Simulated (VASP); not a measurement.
A run of VASP 6.6.1:

The input INCAR:

```
PREC = Accurate
ENCUT = 500
EDIFF = 1E-6
ISMEAR = -1
SIGMA = 0.1
LREAL = False
LASPH = True
NELM = 120
ALGO = Normal
ISIF = 2
LWAVE = False
LCHARG = False
GGA = PE
NBANDS = 16
GGA_COMPAT = False
```

KPOINTS

```
Automatic mesh
0
Gamma
  5 5 5
```

Contents of POSCAR:

```
SrAlH3
1.0
    4.5854620000      0.0000000000      0.0000000000
    0.0000000000      4.5854620000      0.0000000000
    0.0000000000      0.0000000000      4.5854620000
Sr Al H
1 1 3
Direct
    0.5000000000      0.5000000000      0.5000000000
    0.0000000000      0.0000000000      0.0000000000
    0.0000000000      0.5000000000      0.5000000000
    0.5000000000      0.5000000000     -0.0436161067
    0.5000000000      0.0000000000      0.5000000000
```

Potentials or basis: VASP PAW PBE potentials, release 64 (Sr_sv, Al, H).

The run is started by

```bash
$ cat potpaw_PBE.64/Sr_sv/POTCAR potpaw_PBE.64/Al/POTCAR potpaw_PBE.64/H/POTCAR > POTCAR
$ mpirun -np 1 vasp_std > vasp.out
```

Hardware: 1 thread of Intel Xeon 8259CL, with other jobs on the host.

Task: How long does it take, and how much memory?

Result: It took 40 s on 1 thread of Intel Xeon 8259CL, on a shared host, peak memory 0.21 GiB. Counts: scf iterations 15, k points 18.
